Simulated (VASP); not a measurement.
Wanted: the native input for a VASP 6.6.1 run.

```yaml
Task: single point
Functional: PBEsol
Potentials_or_basis: VASP PAW PBE potentials, release 64 (Sn_d)
Cutoff: 520 eV
k_mesh: 14 × 14 × 14
Occupations: fermi-dirac, width 0.1 eV
Spin: no spin polarisation
Dipole_correction: no
Further_INCAR_settings: ALGO = Normal; EDIFF = 1e-06; NBANDS = 13
```

The structure of Sn lies in POSCAR:

```
Sn
1.0
    2.8732359313      0.0000000000      0.0000000000
    0.0000000000      2.8732359313      0.0000000000
    0.0000000000      0.0000000000      2.8732359313
Sn
1
Direct
    0.0000000000      0.0000000000      0.0000000000
```

This cell differs from its parent crystal: volume scaled by 0.85.

One way to write it, as run:

INCAR

```
ALGO = Normal
EDIFF = 1E-6
ENCUT = 520
GGA = PS
ISIF = 2
ISMEAR = -1
LASPH = True
LCHARG = False
LREAL = False
LWAVE = False
NBANDS = 13
NELM = 80
PREC = Accurate
SIGMA = 0.1
```

KPOINTS

```
k-points
0
Gamma
  14 14 14
```

Potentials or basis: VASP PAW PBE potentials, release 64 (Sn_d).

Command:

```console
$ cat potpaw_PBE.64/Sn_d/POTCAR > POTCAR
$ mpirun -np 1 vasp_std > vasp.out
```

It gave:

```json
{
  "Pressure": "13.1 GPa",
  "Band gap on the k mesh": "zero (band 7 reaches 15.59 eV, above the bottom of band 8 at 6.73 eV)"
}
```

Caveat: the PAW data sets were made with another functional, which shifts forces and pressure a little; spin-orbit coupling is left out, which moves the levels of the heavy elements.

It took 19 s on 1 thread of Intel(R) Xeon(R) Platinum 8488C (Sapphire Rapids) (shared host), peak memory 0.16 GiB.
